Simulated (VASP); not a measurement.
# InSb (Fm-3m) in VASP: further runs

The runs below take InSb through density of states, electric field gradients, with PBE.

Program: VASP 6.6.1. These are calculated values, not measurements. Logs are shortened: lines on timing, memory, paths and dates and some standing lists are left out, and cuts for length are marked.

### 1 The cell of the first run

It takes space group Fm-3m (No. 225, cubic). Conventional cell: a = 6.147 Å, b = 6.147 Å, c = 6.147 Å, α = 90.00°, β = 90.00°, γ = 90.00°. In (site symmetry m-3m) has 6 Sb at 3.07 Å within 4.0 Å. Within 4.0 Å of Sb (site symmetry m-3m) lie 6 In at 3.07 Å.

### 2 Density of states, PBE

The input, POSCAR:

```
InSb
1.0
    0.0000000000      3.0735130000      3.0735130000
    3.0735130000      0.0000000000      3.0735130000
    3.0735130000      3.0735130000      0.0000000000
In Sb
1 1
Direct
    0.0000000000      0.0000000000      0.0000000000
    0.5000000000      0.5000000000      0.5000000000
```

The input, INCAR.step1:

```
SYSTEM = InSb
  PREC = Accurate
  ENCUT = 520
  EDIFF = 1E-6
  ISMEAR = 0
  SIGMA = 0.1
  LREAL = .False.
  LASPH = .True.
  NELM = 60
  ALGO = Normal
  ISIF = 2
  LWAVE = .False.
  LCHARG = .True.
  GGA = PE
  NBANDS = 16
```

The input, KPOINTS.step1:

```
Automatic mesh
0
Gamma
  1 1 1
  0.5 0.5 0.5
```

The input, INCAR.step2:

```
SYSTEM = InSb
  PREC = Accurate
  ENCUT = 520
  EDIFF = 1E-6
  ISMEAR = 0
  SIGMA = 0.1
  LREAL = .False.
  LASPH = .True.
  NELM = 60
  ALGO = Normal
  ISIF = 2
  LWAVE = .False.
  LCHARG = .False.
  GGA = PE
  LORBIT = 11
  NEDOS = 1001
  ICHARG = 11
```

The input, KPOINTS.step2:

```
Automatic mesh
0
Gamma
  1 1 1
  0 0 0
```

Potentials or basis: VASP PAW PBE potentials, release 64 (In_d, Sb).

Command:

```
cat potpaw_PBE.64/In_d/POTCAR potpaw_PBE.64/Sb/POTCAR > POTCAR
cp INCAR.step1 INCAR
cp KPOINTS.step1 KPOINTS
mpirun -np 1 vasp_std > vasp.out
cp INCAR.step2 INCAR
cp KPOINTS.step2 KPOINTS
mpirun -np 1 vasp_std > vasp.out
```

OUTCAR:

```text
SYSTEM = InSb
   PREC = Accurate
   ENCUT = 520
   EDIFF = 1E-6
   ISMEAR = 0
   LREAL = .False.
   LASPH = .True.
   NELM = 60
   ISIF = 2
   GGA = PE
   LORBIT = 11
   ICHARG = 11

 ion  position               nearest neighbor table
   1  0.000  0.000  0.000-   2 3.07   2 3.07   2 3.07   2 3.07   2 3.07   2 3.07
   2  0.500  0.500  0.500-   1 3.07   1 3.07   1 3.07   1 3.07   1 3.07   1 3.07

  LATTYP: Found a face centered cubic cell.
 ALAT       =     6.1470260000

  Lattice vectors:

 A1 = (   0.0000000000,   3.0735130000,   3.0735130000)
 A2 = (   3.0735130000,   0.0000000000,   3.0735130000)
 A3 = (   3.0735130000,   3.0735130000,   0.0000000000)

Analysis of symmetry for initial positions (statically):
=====================================================================
 Subroutine PRICEL returns:
 Original cell was already a primitive cell.

 Routine SETGRP: Setting up the symmetry group for a
 face centered cubic supercell.

 Subroutine GETGRP returns: Found 48 space group operations
 (whereof 48 operations were pure point group operations)
 out of a pool of 48 trial point group operations.

The static configuration has the point symmetry O_h .

Analysis of symmetry for dynamics (positions and initial velocities):
=====================================================================
 Subroutine PRICEL returns:
 Original cell was already a primitive cell.

 Routine SETGRP: Setting up the symmetry group for a
 face centered cubic supercell.

 Subroutine GETGRP returns: Found 48 space group operations
 (whereof 48 operations were pure point group operations)
 out of a pool of 48 trial point group operations.

The dynamic configuration has the point symmetry O_h .

 Subroutine INISYM returns: Found 48 space group operations
 (whereof 48 operations are pure point group operations),
 and found     1 'primitive' translations

----------------------------------------------------------------------------------------

                                     Primitive cell

  volume of cell :      58.0678

  direct lattice vectors                    reciprocal lattice vectors
     0.000000000  3.073513000  3.073513000    -0.162680295  0.162680295  0.162680295
     3.073513000  0.000000000  3.073513000     0.162680295 -0.162680295  0.162680295
     3.073513000  3.073513000  0.000000000     0.162680295  0.162680295 -0.162680295

  length of vectors
     4.346603769  4.346603769  4.346603769     0.281770535  0.281770535  0.281770535

  position of ions in fractional coordinates (direct lattice)
     0.000000000  0.000000000  0.000000000
     0.500000000  0.500000000  0.500000000

  ion indices of the primitive-cell ions
   primitive index   ion index
                 1           1
                 2           2

----------------------------------------------------------------------------------------

 KPOINTS: Automatic mesh

Automatic generation of k-mesh.
 Grid dimensions read from file:
 generate k-points for:    1    1    1

 Generating k-lattice:

  Cartesian coordinates                     Fractional coordinates (reciprocal lattice)
    -0.162680295  0.162680295  0.162680295     1.000000000  0.000000000  0.000000000
     0.162680295 -0.162680295  0.162680295     0.000000000  1.000000000  0.000000000
     0.162680295  0.162680295 -0.162680295     0.000000000  0.000000000  1.000000000

  Length of vectors
     0.281770535  0.281770535  0.281770535

  Shift w.r.t. Gamma in fractional coordinates (k-lattice)
     0.000000000  0.000000000  0.000000000

 Subroutine IBZKPT returns following result:
 ===========================================

 Found      1 irreducible k-points:

 Following reciprocal coordinates:
            Coordinates               Weight
  0.000000  0.000000  0.000000      1.000000
   k-points           NKPTS =      1   k-points in BZ     NKDIM =      1   number of bands    NBANDS=     13
   number of dos      NEDOS =   1001   number of ions     NIONS =      2
   total plane-waves  NPLWV =  32768
   dimension x,y,z NGX =    32 NGY =   32 NGZ =   32
   dimension x,y,z NGXF=    64 NGYF=   64 NGZF=   64
   ions per type =               1   1
   NGX,Y,Z   is equivalent  to a cutoff of  12.24, 12.24, 12.24 a.u.
   NGXF,Y,Z  is equivalent  to a cutoff of  24.48, 24.48, 24.48 a.u.
 SYSTEM =  InSb
   PREC   = accura    normal or accurate (medium, high low for compatibility)
   ISTART =      0    job   : 0-new  1-cont  2-samecut
   ICHARG =     11    charge: 1-file 2-atom 10-const
   ISPIN  =      1    spin polarized calculation?
   LNONCOLLINEAR =      F non collinear calculations
   LSORBIT =      F    spin-orbit coupling
   LASPH  =      T    aspherical Exc in radial PAW
   ENCUT  =  520.0 eV  38.22 Ry    6.18 a.u.   8.08  8.08  8.08*2*pi/ulx,y,z
   NELM   =     60;   NELMIN=  2; NELMDL=  0     # of ELM steps
   EDIFF  = 0.1E-05   stopping-criterion for ELM
   LREAL  =      F    real-space projection
   EDIFFG = 0.1E-04   stopping-criterion for IOM
   NSW    =      0    number of steps for IOM
   IBRION =     -1    ionic relax: 0-MD 1-quasi-New 2-CG
   NFREE  =      0    steps in history (QN), initial steepest desc. (CG)
   ISIF   =      2    stress and relaxation
   ISYM   =      2    0-nonsym 1-usesym 2-fastsym
   POTIM  = 0.5000    time-step for ionic-motion
   TEBEG  =    0.0;   TEEND  =   0.0 temperature during run
   PSTRESS=    0.0 pullay stress
   NELECT =      18.0000    total number of electrons
   NUPDOWN=      -1.0000    fix difference up-down
   EMIN   =  10.00;   EMAX   =-10.00  energy-range for DOS
   EFERMI =   0.00;   METHOD = LEGACY
   ISMEAR =     0;   SIGMA  =   0.10  broadening in eV -4-tet -1-fermi 0-gaus
   EFERMI_NEDOS =   21; number of points for ismear=-14 and -15
   IALGO  =     38    algorithm
   IMIX   =      4    mixing-type and parameters
     AMIX     =   0.40;   BMIX     =  1.00
     AMIX_MAG =   1.60;   BMIX_MAG =  1.00
  volume/ion in A,a.u.               =      29.03       195.93
  Fermi-wavevector in a.u.,A,eV,Ry     =   1.107951  2.093724 16.701910  1.227556
  Thomas-Fermi vector in A             =   2.244472
   LORBIT       =     11    0 simple, 1 ext, 2 COOP (PROOUT), +10 PAW based schemes
   GGA     = PE    functional components
   LHFCALC =     F    Hartree Fock is set to
   AEXX    =    0.0000 exact exchange contribution
   IVDW    =     0    specifies the selected vdW correction
   LEPSILON=     F    determine dielectric tensor
   LRPA    =     F    only Hartree local field effects (RPA)
 non-spin polarized calculation
 Gauss-broadening in eV      SIGMA  =   0.10
  energy-cutoff  :      520.00
  volume of cell :       58.07
 maximum number of plane-waves:      1471

 number of electron      18.0000004 magnetization

 Free energy of the ion-electron system (eV)
  ---------------------------------------------------
  ext. energy  EPLUGINS =         0.00000000
  ---------------------------------------------------
  free energy    TOTEN  =         4.81136858 eV

  energy without entropy =        4.96563090  energy(sigma->0) =        4.88849974

 E-fermi :   7.1023     XC(G=0):  -9.5183

 val. band max:        7.0718601247   @ k =   0.0000   0.0000   0.0000
 cond. band min:      12.5432675045   @ k =   0.0000   0.0000   0.0000
 fundamental gap:      5.4714073797
 Fermi energy:         7.1023165630

 k-point     1 :       0.0000    0.0000    0.0000
  band No.  band energies     occupation
      1      -9.1180      2.00000
      2      -9.1180      2.00000
      3      -9.1137      2.00000
      4      -9.1137      2.00000
      5      -9.1137      2.00000
      6      -3.7771      2.00000
      7       6.2785      2.00000
      8       7.0719      1.33334
      9       7.0719      1.33334
     10       7.0719      1.33333
     11      12.5433      0.00000
     12      12.5434      0.00000
     13      12.5451      0.00000

------------------------ aborting loop because EDIFF is reached ----------------------------------------

  FORCE on cell =-STRESS in cart. coord.  units (eV):
  Direction    XX          YY          ZZ          XY          YZ          ZX
  --------------------------------------------------------------------------------------
  -------------------------------------------------------------------------------------
  Total       54.2369525     54.2369525     54.2369525      0.0000000     -0.0000000      0.0000000
  in kB     1496.4792616   1496.4792616   1496.4792616      0.0000000     -0.0000000      0.0000000
  external PRESSURE =    1496.4792616 kB  Pullay stress =       0.0000000 kB

 VOLUME and BASIS-vectors are now :
 -----------------------------------------------------------------------------
  energy-cutoff  :      520.00
  volume of cell :       58.07
      direct lattice vectors                 reciprocal lattice vectors
     0.000000000  3.073513000  3.073513000    -0.162680295  0.162680295  0.162680295
     3.073513000  0.000000000  3.073513000     0.162680295 -0.162680295  0.162680295
     3.073513000  3.073513000  0.000000000     0.162680295  0.162680295 -0.162680295

 POSITION                                       TOTAL-FORCE (eV/Angst)
 -----------------------------------------------------------------------------------
      0.00000      0.00000      0.00000        -0.000000     -0.000000      0.000000
      3.07351      3.07351      3.07351         0.000000      0.000000     -0.000000
 -----------------------------------------------------------------------------------
    total drift:                                0.000000     -0.000000     -0.000000

  FREE ENERGIE OF THE ION-ELECTRON SYSTEM (eV)
  ---------------------------------------------------
  free  energy   TOTEN  =         4.8113685840 eV

  energy  without entropy=        4.9656309037  energy(sigma->0) =        4.88849974

 total charge

# of ion       s       p       d       tot
------------------------------------------
    1        1.329   0.734   9.812  11.875
    2        1.380   1.233   0.002   2.615
--------------------------------------------------
tot          2.710   1.967   9.814  14.490
```

Run time: 14 s. Hardware: 1 thread of Intel Xeon 8259CL, shared host; peak memory 0.17 GiB.

What came out:

| Item | Value |
| --- | --- |
| Valence electrons inside the program's atomic spheres | In 11.88; Sb 2.62 |

Levels at points of the mesh, in eV from the valence-band top:
```
           k point  band 8  band 9  band 10  band 11  band 12  band 13
(0.00, 0.00, 0.00)    0.00    0.00     0.00     5.47     5.47     5.47
```

Caveat: the k points lie up to 1.77 Å⁻¹ apart; spin-orbit coupling is left out, which moves the levels of the heavy elements.

### 3 Electric field gradients, PBE

The input, INCAR:

```
SYSTEM = InSb
PREC     = Accurate       ! precision mode
ENCUT    = 520            ! plane-wave cutoff, eV
EDIFF    = 1E-8           ! SCF threshold, eV
ISMEAR   = 0              ! smearing method
SIGMA    = 0.15           ! smearing width, eV
LREAL    = .False.        ! projectors in reciprocal space
LASPH    = .True.         ! aspherical terms in the spheres
NELM     = 100            ! most SCF steps
ALGO     = Normal         ! electronic algorithm
ISIF     = 2              ! what is computed and relaxed
LWAVE    = .False.        ! write WAVECAR
LCHARG   = .False.        ! write CHGCAR
GGA      = PE             ! functional
LEFG     = .True.       
NBANDS   = 16             ! bands
```

The input, KPOINTS:

```
regular mesh
0
Gamma
  4 4 4
  0 0 0
```

POSCAR is that of step 2.

Potentials or basis: VASP PAW PBE potentials, release 64 (In_d, Sb).

Command:

```
cat potpaw_PBE.64/In_d/POTCAR potpaw_PBE.64/Sb/POTCAR > POTCAR
mpirun -np 1 vasp_std > vasp.out
```

OUTCAR:

```text
SYSTEM = InSb
   PREC = Accurate
   ENCUT = 520
   EDIFF = 1E-8
   ISMEAR = 0
   LREAL = .False.
   LASPH = .True.
   NELM = 100
   ISIF = 2
   GGA = PE

 ion  position               nearest neighbor table
   1  0.000  0.000  0.000-   2 3.07   2 3.07   2 3.07   2 3.07   2 3.07   2 3.07
   2  0.500  0.500  0.500-   1 3.07   1 3.07   1 3.07   1 3.07   1 3.07   1 3.07

  LATTYP: Found a face centered cubic cell.
 ALAT       =     6.1470260000

  Lattice vectors:

 A1 = (   0.0000000000,   3.0735130000,   3.0735130000)
 A2 = (   3.0735130000,   0.0000000000,   3.0735130000)
 A3 = (   3.0735130000,   3.0735130000,   0.0000000000)

Analysis of symmetry for initial positions (statically):
=====================================================================
 Subroutine PRICEL returns:
 Original cell was already a primitive cell.

 Routine SETGRP: Setting up the symmetry group for a
 face centered cubic supercell.

 Subroutine GETGRP returns: Found 48 space group operations
 (whereof 48 operations were pure point group operations)
 out of a pool of 48 trial point group operations.

The static configuration has the point symmetry O_h .

Analysis of symmetry for dynamics (positions and initial velocities):
=====================================================================
 Subroutine PRICEL returns:
 Original cell was already a primitive cell.

 Routine SETGRP: Setting up the symmetry group for a
 face centered cubic supercell.

 Subroutine GETGRP returns: Found 48 space group operations
 (whereof 48 operations were pure point group operations)
 out of a pool of 48 trial point group operations.
[... 141 lines left out ...]
      1      -7.6837      2.00000
      2      -7.6837      2.00000
      3      -7.6532      2.00000
      4      -7.6532      2.00000
      5      -7.6532      2.00000
      6      -4.3369      2.00000
[... 129 lines left out ...]
      3      -7.6430      2.00000
      4      -7.6430      2.00000
      5      -7.6096      2.00000
      6      -1.8195      2.00000
[... 8 lines left out ...]
     15      15.9349      0.00000
     16      19.2504      0.00000

------------------------ aborting loop because EDIFF is reached ----------------------------------------

  FORCE on cell =-STRESS in cart. coord.  units (eV):
  Direction    XX          YY          ZZ          XY          YZ          ZX
  --------------------------------------------------------------------------------------
  -------------------------------------------------------------------------------------
  Total        0.6309253      0.6309253      0.6309253      0.0000000      0.0000000     -0.0000000
  in kB       17.4081800     17.4081800     17.4081800      0.0000000      0.0000000     -0.0000000
  external PRESSURE =      17.4081800 kB  Pullay stress =       0.0000000 kB

 VOLUME and BASIS-vectors are now :
 -----------------------------------------------------------------------------
  energy-cutoff  :      520.00
  volume of cell :       58.07
      direct lattice vectors                 reciprocal lattice vectors
     0.000000000  3.073513000  3.073513000    -0.162680295  0.162680295  0.162680295
     3.073513000  0.000000000  3.073513000     0.162680295 -0.162680295  0.162680295
     3.073513000  3.073513000  0.000000000     0.162680295  0.162680295 -0.162680295

 POSITION                                       TOTAL-FORCE (eV/Angst)
 -----------------------------------------------------------------------------------
      0.00000      0.00000      0.00000         0.000000      0.000000     -0.000000
      3.07351      3.07351      3.07351        -0.000000     -0.000000      0.000000
 -----------------------------------------------------------------------------------
    total drift:                                0.000000     -0.000000     -0.000000

  FREE ENERGIE OF THE ION-ELECTRON SYSTEM (eV)
  ---------------------------------------------------
  free  energy   TOTEN  =        -6.3733637683 eV

  energy  without entropy=       -6.3154171307  energy(sigma->0) =       -6.34439045

 Electric field gradients (V/A^2)
---------------------------------------------------------------------
 ion       V_xx      V_yy      V_zz      V_xy      V_xz      V_yz
---------------------------------------------------------------------
   1       0.000    -0.000    -0.000    -0.002    -0.002    -0.002
   2      -0.000    -0.000    -0.000     0.000     0.000     0.000
---------------------------------------------------------------------

 Electric field gradients after diagonalization (V/A^2)
 (convention: |V_zz| > |V_xx| > |V_yy|)
----------------------------------------------------------------------
 ion       V_xx      V_yy      V_zz     asymmetry (V_yy - V_xx)/ V_zz
----------------------------------------------------------------------
   1       0.002     0.002    -0.004       0.000
   2      -0.000    -0.000     0.000       0.000
----------------------------------------------------------------------

           NMR quadrupolar parameters

 Cq : quadrupolar parameter    Cq=e*Q*V_zz/h
 eta: asymmetry parameters     (V_yy - V_xx)/ V_zz
 Q  : nuclear electric quadrupole moment in mb (millibarn)
----------------------------------------------------------------------
 ion       Cq(MHz)       eta       Q (mb)
----------------------------------------------------------------------
   1      -0.000       0.000       1.000
   2       0.000       0.000       1.000
----------------------------------------------------------------------
```

stdout:

```text
POSCAR found type information on POSCAR InSb
 POSCAR found :  2 types and       2 ions
 scaLAPACK will be used
 LDA part: xc-table for (Slater+PW92), standard interpolation
 POSCAR, INCAR and KPOINTS ok, starting setup
 FFT: planning ... GRIDC
 FFT: planning ... GRID_SOFT
 FFT: planning ... GRID
 WAVECAR not read
 entering main loop
ion   1

ion   2
```

Wall time 20 s (1 thread of Intel Xeon 8259CL, shared host); peak memory 0.17 GiB.

Results:

```yaml
Free_energy: -6.3734 eV
Pressure: 1.7 GPa
Band_gap_on_the_k_mesh: zero (band 9 reaches 6.88 eV, above the bottom of band 10 at 4.48 eV)
```

Levels at points of the mesh, in eV from the Fermi level:
```tsv
k point	band 7	band 8	band 9	band 10	band 11	band 12
(0.00, 0.00, 0.00)	-0.50	-0.07	-0.07	-0.07	6.05	6.05
(0.50, 0.00, 0.00)	-6.33	0.30	0.30	2.18	2.50	2.50
(0.50, 0.50, 0.00)	-4.37	-3.29	-2.10	-2.10	3.25	8.20
```

Caveat: the k points lie up to 0.44 Å⁻¹ apart; without QUAD_EFG the Cq values of the log hold for a quadrupole moment of 1 mb, not for the nuclei; spin-orbit coupling is left out, which moves the levels of the heavy elements.

### 4 Density of states, PBE

POSCAR is that of step 3.

The input, INCAR.step1:

```
SYSTEM = InSb
  PREC = Accurate
  ENCUT = 400
  EDIFF = 1E-6
  ISMEAR = 0
  SIGMA = 0.1
  LREAL = .False.
  LASPH = .True.
  NELM = 120
  ALGO = Normal
  ISIF = 2
  LWAVE = .False.
  LCHARG = .True.
  GGA = PE
  NBANDS = 21
  GGA_COMPAT = .False.
  NEDOS = 2001
  LORBIT = 11
```

KPOINTS.step1 is that of step 2.

INCAR.step2: that of step 2 with these lines changed.

```diff
@@ -2,3 +2,3 @@
   PREC = Accurate
-  ENCUT = 520
+  ENCUT = 400
   EDIFF = 1E-6
@@ -8,3 +8,3 @@
   LASPH = .True.
-  NELM = 60
+  NELM = 120
   ALGO = Normal
@@ -17 +17,2 @@
   ICHARG = 11
+  GGA_COMPAT = .False.
```

KPOINTS.step2 is that of step 2.

Potentials or basis: VASP PAW PBE potentials, release 64 (In_d, Sb_d_GW).

Command:

```
cat potpaw_PBE.64/In_d/POTCAR potpaw_PBE.64/Sb_d_GW/POTCAR > POTCAR
cp INCAR.step1 INCAR
cp KPOINTS.step1 KPOINTS
mpirun -np 1 vasp_std > vasp.out
cp INCAR.step2 INCAR
cp KPOINTS.step2 KPOINTS
mpirun -np 1 vasp_std > vasp.out
```

Wall time 10 s (1 thread of AMD EPYC 9R45 (Zen 5), shared host); peak memory 0.12 GiB.

Results (log left out):

| Item | Value |
| --- | --- |
| Valence electrons inside the program's atomic spheres | In 11.87; Sb 12.97 |

Levels at points of the mesh, in eV from the valence-band top:
| k point | band 12 | band 13 | band 14 | band 15 | band 16 | band 17 | band 18 |
| --- | --- | --- | --- | --- | --- | --- | --- |
| (0.00, 0.00, 0.00) | -0.82 | 0.00 | 0.00 | 0.00 | 5.48 | 5.63 | 5.89 |

Caveat: the k points lie up to 1.77 Å⁻¹ apart; spin-orbit coupling is left out, which moves the levels of the heavy elements.
